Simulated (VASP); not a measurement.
# AlN (Cm) in VASP: further runs

Runs on AlN. Level: PBE. Tasks: single point.

Everything below comes from runs of VASP 6.6.1. Logs are shortened: lines on timing, memory, paths and dates and some standing lists are left out, and cuts for length are marked.

## Step 1: The cell of the first run

Symmetry: Cm, No. 8, monoclinic system. Conventional cell: a = 6.227 Å, b = 6.227 Å, c = 4.403 Å, α = 90.00°, β = 90.00°, γ = 90.00°. Within 1.9 Å of Al (site symmetry m) lie 1 N at 1.46 Å. Al (site symmetry m) has 4 N at 1.91 to 2.42 Å within 2.5 Å. Within 2.5 Å of Al (site symmetry 1) lie 4 N at 1.91 to 2.00 Å. Within 1.9 Å of N (site symmetry m) lie 1 Al at 1.46 Å. Within 2.5 Å of N (site symmetry m) lie 4 Al at 1.91 Å. Within 2.5 Å of N (site symmetry 1) lie 4 Al at 1.91 Å.

## Step 2: Single point, PBE (atom 5 (N) moved -0.600 Å towards its neighbour atom 6 (N) at 3.114 Å)

Contents of INCAR:

```
SYSTEM = AlN
PREC = Accurate ; ENCUT = 520
EDIFF = 1E-6 ; ISMEAR = 0
SIGMA = 0.05 ; LREAL = .FALSE.
LASPH = .TRUE. ; NELM = 60
ALGO = Normal ; ISIF = 2
LWAVE = .FALSE. ; LCHARG = .FALSE.
GGA = PE ; NBANDS = 26
```

Contents of KPOINTS:

```
regular mesh
0
G
  6 6 6
  0 0 0
```

Contents of POSCAR:

```
AlN
1.0
    4.4031742088      0.0000000000      0.0000000000
    0.0000000000     -4.4031742088      0.0000000000
    0.0000000000      0.0000000000     -4.4031742088
Al N
4 4
Direct
    0.0000000000      0.0000000000      0.0000000000
    0.5000000000      0.5000000000      0.0000000000
    0.5000000000      0.0000000000      0.5000000000
    0.0000000000      0.5000000000      0.5000000000
    0.8463541410      0.8463541410      0.7500000000
    0.2500000000      0.2500000000      0.7500000000
    0.2500000000      0.7500000000      0.2500000000
    0.7500000000      0.2500000000      0.2500000000
```

Potentials or basis: VASP PAW PBE potentials, release 64 (Al, N).

Launch:

```sh
$ cat potpaw_PBE.64/Al/POTCAR potpaw_PBE.64/N/POTCAR > POTCAR
$ mpirun -np 1 vasp_std > vasp.out
```

OUTCAR:

```text
SYSTEM = AlN
   PREC = Accurate
   ENCUT = 520
   EDIFF = 1E-6
   ISMEAR = 0
   LREAL = .FALSE.
   LASPH = .TRUE.
   NELM = 60
   ISIF = 2
   GGA = PE

 ion  position               nearest neighbor table
   1  0.000  0.000  0.000-   5 1.46   6 1.91   7 1.91   8 1.91   3 3.11   4 3.11   2 3.11   3 3.11
                             4 3.11   2 3.11   4 3.11   4 3.11   2 3.11   3 3.11   3 3.11   2 3.11
   2  0.500  0.500  0.000-   6 1.91   7 1.91   8 1.91   5 2.42   3 3.11   4 3.11   1 3.11   3 3.11
                             4 3.11   1 3.11   3 3.11   3 3.11   1 3.11   4 3.11   4 3.11   1 3.11
   3  0.500  0.000  0.500-   6 1.91   7 1.91   8 1.91   5 2.00   2 3.11   4 3.11   1 3.11   1 3.11
                             2 3.11   2 3.11   4 3.11   2 3.11   1 3.11   4 3.11   1 3.11   4 3.11
   4  0.000  0.500  0.500-   6 1.91   7 1.91   8 1.91   5 2.00   2 3.11   3 3.11   1 3.11   1 3.11
                             2 3.11   1 3.11   3 3.11   1 3.11   2 3.11   3 3.11   2 3.11   3 3.11
   5  0.846  0.846  0.750-   1 1.46   3 2.00   4 2.00   2 2.42
   6  0.250  0.250  0.750-   1 1.91   2 1.91   3 1.91   4 1.91
   7  0.250  0.750  0.250-   1 1.91   2 1.91   3 1.91   4 1.91
   8  0.750  0.250  0.250-   1 1.91   2 1.91   3 1.91   4 1.91

  LATTYP: Found a simple cubic cell.
 ALAT       =     4.4031742088

  Lattice vectors:

 A1 = (   4.4031742088,   0.0000000000,   0.0000000000)
 A2 = (   0.0000000000,  -4.4031742088,   0.0000000000)
 A3 = (   0.0000000000,   0.0000000000,  -4.4031742088)

Analysis of symmetry for initial positions (statically):
=====================================================================
 Subroutine PRICEL returns:
 Original cell was already a primitive cell.

 Routine SETGRP: Setting up the symmetry group for a
 simple cubic supercell.

 Subroutine GETGRP returns: Found  2 space group operations
 (whereof  2 operations were pure point group operations)
 out of a pool of 48 trial point group operations.

The static configuration has the point symmetry C_1h.

Analysis of symmetry for dynamics (positions and initial velocities):
=====================================================================
 Subroutine PRICEL returns:
 Original cell was already a primitive cell.

 Routine SETGRP: Setting up the symmetry group for a
 simple cubic supercell.

 Subroutine GETGRP returns: Found  2 space group operations
 (whereof  2 operations were pure point group operations)
 out of a pool of 48 trial point group operations.

The dynamic configuration has the point symmetry C_1h.

 Subroutine INISYM returns: Found  2 space group operations
 (whereof  2 operations are pure point group operations),
 and found     1 'primitive' translations

----------------------------------------------------------------------------------------

[... 118 lines left out ...]
   EFERMI =   0.00;   METHOD = LEGACY
   ISMEAR =     0;   SIGMA  =   0.05  broadening in eV -4-tet -1-fermi 0-gaus
   EFERMI_NEDOS =   21; number of points for ismear=-14 and -15
   IALGO  =     38    algorithm
   IMIX   =      4    mixing-type and parameters
     AMIX     =   0.40;   BMIX     =  1.00
     AMIX_MAG =   1.60;   BMIX_MAG =  1.00
  volume/ion in A,a.u.               =      10.67        72.01
  Fermi-wavevector in a.u.,A,eV,Ry     =   1.180390  2.230614 18.957286  1.393321
  Thomas-Fermi vector in A             =   2.316684
   LORBIT       =      0    0 simple, 1 ext, 2 COOP (PROOUT), +10 PAW based schemes
   GGA     = PE    functional components
   LHFCALC =     F    Hartree Fock is set to
   AEXX    =    0.0000 exact exchange contribution
   IVDW    =     0    specifies the selected vdW correction
   LEPSILON=     F    determine dielectric tensor
   LRPA    =     F    only Hartree local field effects (RPA)
 non-spin polarized calculation
 Gauss-broadening in eV      SIGMA  =   0.05
  energy-cutoff  :      520.00
  volume of cell :       85.37
 maximum number of plane-waves:      2325
 NGX is ok and might be reduce to    36
   NGX = 17   NGY = 17   NGZ = 17

 number of electron      31.9999997 magnetization

 Free energy of the ion-electron system (eV)
  ---------------------------------------------------
  ext. energy  EPLUGINS =         0.00000000
  ---------------------------------------------------
  free energy    TOTEN  =       -55.21432704 eV

  energy without entropy =      -55.21432704  energy(sigma->0) =      -55.21432704

 E-fermi :   6.4528     XC(G=0): -10.8316

 val. band max:        6.1594348661   @ k =   0.0000   0.1667   0.1667
 cond. band min:       8.6874815748   @ k =   0.0000   0.0000   0.0000
 fundamental gap:      2.5280467087
 Fermi energy:         6.4528041332

 k-point     1 :       0.0000    0.0000    0.0000
  band No.  band energies     occupation
      1      -9.1568      2.00000
      2      -6.5799      2.00000
      3      -6.5437      2.00000
      4      -6.3221      2.00000
      5       0.8398      2.00000
      6       1.0052      2.00000
[... 685 lines left out ...]
     25      16.4227      0.00000
     26      16.7779      0.00000

 [... further k-points ...]

------------------------ aborting loop because EDIFF is reached ----------------------------------------

  FORCE on cell =-STRESS in cart. coord.  units (eV):
  Direction    XX          YY          ZZ          XY          YZ          ZX
  --------------------------------------------------------------------------------------
  -------------------------------------------------------------------------------------
  Total        3.8470603      3.8470603     13.8896354     -5.6752886      7.2043512     -7.2043512
  in kB       72.2007935     72.2007935    260.6776664   -106.5125852    135.2097015   -135.2097018
  external PRESSURE =     135.0264178 kB  Pullay stress =       0.0000000 kB

 VOLUME and BASIS-vectors are now :
 -----------------------------------------------------------------------------
  energy-cutoff  :      520.00
  volume of cell :       85.37
      direct lattice vectors                 reciprocal lattice vectors
     4.403174209  0.000000000  0.000000000     0.227108888  0.000000000  0.000000000
     0.000000000 -4.403174209  0.000000000     0.000000000 -0.227108888  0.000000000
     0.000000000  0.000000000 -4.403174209     0.000000000  0.000000000 -0.227108888

 POSITION                                       TOTAL-FORCE (eV/Angst)
 -----------------------------------------------------------------------------------
      0.00000      0.00000      0.00000         7.806269     -7.806269    -12.005979
      2.20159     -2.20159      0.00000         0.174209     -0.174209     -0.258886
      2.20159      0.00000     -2.20159         0.801255     -0.428257     -0.395455
      0.00000     -2.20159     -2.20159         0.428257     -0.801255     -0.395455
      3.72664     -3.72664     -3.30238       -11.494779     11.494779     13.012814
      1.10079     -1.10079     -3.30238         1.394446     -1.394446      0.011347
      1.10079     -3.30238     -1.10079         1.083203      0.192861      0.015807
      3.30238     -1.10079     -1.10079        -0.192861     -1.083203      0.015807
 -----------------------------------------------------------------------------------
    total drift:                               -0.000848      0.000848      0.001767

  FREE ENERGIE OF THE ION-ELECTRON SYSTEM (eV)
  ---------------------------------------------------
  free  energy   TOTEN  =       -55.2143270360 eV

  energy  without entropy=      -55.2143270360  energy(sigma->0) =      -55.21432704
```

OSZICAR:

```text
N       E                     dE             d eps       ncg     rms          rms(c)
DAV:   1     0.113811143485E+03    0.11381E+03   -0.14509E+04  3552   0.109E+03
DAV:   2    -0.564045641900E+02   -0.17022E+03   -0.15869E+03  4740   0.230E+02
DAV:   3    -0.663153891114E+02   -0.99108E+01   -0.98502E+01  4688   0.565E+01
DAV:   4    -0.664051790110E+02   -0.89790E-01   -0.89734E-01  4264   0.617E+00
DAV:   5    -0.664064981672E+02   -0.13192E-02   -0.13189E-02  4666   0.747E-01    0.185E+01
DAV:   6    -0.552055588894E+02    0.11201E+02   -0.33680E+01  4384   0.324E+01    0.678E+00
DAV:   7    -0.552656104913E+02   -0.60052E-01   -0.18490E+00  4288   0.795E+00    0.423E+00
DAV:   8    -0.552199954320E+02    0.45615E-01   -0.18611E-01  4406   0.282E+00    0.979E-01
DAV:   9    -0.552131208690E+02    0.68746E-02   -0.24925E-02  4640   0.137E+00    0.347E-01
DAV:  10    -0.552139725280E+02   -0.85166E-03   -0.74857E-03  4108   0.552E-01    0.255E-01
DAV:  11    -0.552142684975E+02   -0.29597E-03   -0.90527E-04  4560   0.221E-01    0.100E-01
DAV:  12    -0.552143232878E+02   -0.54790E-04   -0.20110E-04  4496   0.127E-01    0.309E-02
DAV:  13    -0.552143278977E+02   -0.46099E-05   -0.53439E-05  4004   0.472E-02    0.155E-02
DAV:  14    -0.552143270360E+02    0.86161E-06   -0.96838E-06  4488   0.215E-02
   1 F= -.55214327E+02 E0= -.55214327E+02  d E =-.701934E-18
```

Run time: 90 s. Hardware: 1 thread of AMD EPYC 9R45 (Zen 5), shared host; peak memory 0.24 GiB.

What came out:

```
Free energy            : -55.2143 eV
Pressure               : 13.5 GPa
Largest force          : 20.823 eV/Å
Band gap on the k mesh : 2.53 eV, indirect (the least direct gap lies 0.9 meV higher)
```

Forces on the atoms (eV/Å):
```
Al    7.806  -7.806 -12.006
Al    0.174  -0.174  -0.259
Al    0.801  -0.428  -0.395
Al    0.428  -0.801  -0.395
N   -11.495  11.495  13.013
N     1.394  -1.394   0.011
N     1.083   0.193   0.016
N    -0.193  -1.083   0.016
```

Stress tensor (GPa, compression positive):
```
  7.22 -10.65 -13.52
-10.65   7.22  13.52
-13.52  13.52  26.07
```

Caveat: the cell differs from its parent crystal (atom 5 (N) moved -0.600 Å towards its neighbour atom 6 (N) at 3.114 Å); forces of over 1 eV/Å act on the atoms, so gaps and moduli don't describe the material at rest. A k mesh can miss the band edges.

## Step 3: Single point, PBE (atom 5 (N) moved +0.400 Å towards its neighbour atom 6 (N) at 3.114 Å)

Contents of INCAR:

```
SYSTEM = AlN
ALGO = Normal ; EDIFF = 1E-6
ENCUT = 520 ; GGA = PE
ISIF = 2 ; ISMEAR = 0
LASPH = .TRUE. ; LCHARG = .TRUE.
LELF = .TRUE. ; LREAL = .FALSE.
LVHAR = .TRUE. ; LWAVE = .FALSE.
NBANDS = 26 ; NELM = 100
PREC = Accurate ; SIGMA = 0.05
```

Contents of KPOINTS:

```
k-points
0
G
  6 6 6
  0 0 0
```

POSCAR, as its differences from that of step 2:

```diff
@@ -12,3 +12,3 @@
     0.0000000000      0.5000000000      0.5000000000
-    0.8463541410      0.8463541410      0.7500000000
+    0.6857639060      0.6857639060      0.7500000000
     0.2500000000      0.2500000000      0.7500000000
```

Potentials or basis: VASP PAW PBE potentials, release 64 (Al, N).

Launch:

```sh
$ cat potpaw_PBE.64/Al/POTCAR potpaw_PBE.64/N/POTCAR > POTCAR
$ mpirun -np 1 vasp_std > vasp.out
```

Wall time 84 s (1 thread of AMD EPYC 9R45 (Zen 5), shared host); peak memory 0.24 GiB.

The run converged. Its results:

| Item | Value |
| --- | --- |
| Free energy | -57.7212 eV |
| Pressure | 5.5 GPa |
| Largest force | 10.451 eV/Å |
| Band gap on the k mesh | 2.90 eV, direct |

Forces in eV/Å, atoms in the order of the input:
```
Al  -0.415  0.415  0.023
Al  -3.770  3.770 -4.656
Al  -0.296  0.509 -0.222
Al  -0.509  0.296 -0.222
N    6.466 -6.466  5.061
N   -0.853  0.853  0.003
N   -0.761 -0.138  0.006
N    0.138  0.761  0.006
```

Stress tensor (GPa, compression positive):
```
 3.39 -5.33  6.56
-5.33  3.39 -6.56
 6.56 -6.56  9.61
```

Levels at points of the mesh, in eV from the valence-band top:
| k point | band 14 | band 15 | band 16 | band 17 | band 18 | band 19 |
| --- | --- | --- | --- | --- | --- | --- |
| (0.00, 0.00, 0.00) | -0.47 | -0.40 | 0.00 | 2.90 | 3.12 | 3.27 |
| (0.50, 0.00, 0.00) | -1.28 | -1.16 | -0.79 | 5.14 | 5.51 | 5.64 |
| (0.00, 0.00, 0.50) | -1.25 | -1.12 | -0.91 | 5.03 | 5.09 | 5.61 |
| (0.50, 0.50, 0.00) | -0.80 | -0.52 | -0.47 | 5.82 | 7.37 | 7.43 |
| (0.00, 0.50, 0.50) | -0.79 | -0.76 | -0.37 | 6.50 | 6.71 | 6.83 |
| (0.50, 0.50, 0.50) | -0.73 | -0.63 | -0.19 | 5.75 | 6.63 | 6.88 |

Caveat: the cell differs from its parent crystal (atom 5 (N) moved +0.400 Å towards its neighbour atom 6 (N) at 3.114 Å); forces of over 1 eV/Å act on the atoms, so gaps and moduli don't describe the material at rest. A k mesh can miss the band edges.

(Part 1 of 2 ends here.)
